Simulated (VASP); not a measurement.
Input of a VASP 6.6.1 run:

INCAR

```
PREC = Accurate
ENCUT = 520
EDIFF = 1E-8
ISMEAR = -1
SIGMA = 0.08
LREAL = F
LASPH = T
NELM = 80
ALGO = Normal
ISIF = 2
LWAVE = F
LCHARG = F
GGA = PE
LEFG = T
NBANDS = 28
```

Contents of KPOINTS:

```
regular mesh
0
Gamma
  7 7 7
```

Contents of POSCAR:

```
BaTiO3
1.0
    3.9998000000     -0.0199990000     -0.0199990000
   -0.0199990000      3.9998000000     -0.0199990000
   -0.0200900000     -0.0200900000      4.0180000000
Ba Ti O
1 1 3
Direct
    0.0000000000      0.0000000000      0.0000000000
    0.5000000000      0.5000000000      0.4820000000
    0.5000000000      0.5000000000      0.0160000000
    0.5000000000      0.0000000000      0.5150000000
    0.0000000000      0.5000000000      0.5150000000
```

Potentials or basis: VASP PAW PBE potentials, release 64 (Ba_sv, Ti_sv, O).

Command:

```console
$ cat potpaw_PBE.64/Ba_sv/POTCAR potpaw_PBE.64/Ti_sv/POTCAR potpaw_PBE.64/O/POTCAR > POTCAR
$ mpirun -np 1 vasp_std > vasp.out
```

(1) Estimate the largest force.

(2) What does it give for the pressure?

(3) Predict the band gap on the k mesh.

## Answers

(1) 0.306 eV/Å.

(2) 4.5 GPa.

(3) 1.86 eV (least direct gap 2.05 eV).

Caveat: the cell differs from its parent crystal (equal xy, yz and zx shear strains of -1 %); the cell stands under pressure; without QUAD_EFG the Cq values of the log hold for a quadrupole moment of 1 mb, not for the nuclei; spin-orbit coupling is left out, which moves the levels of the heavy elements.
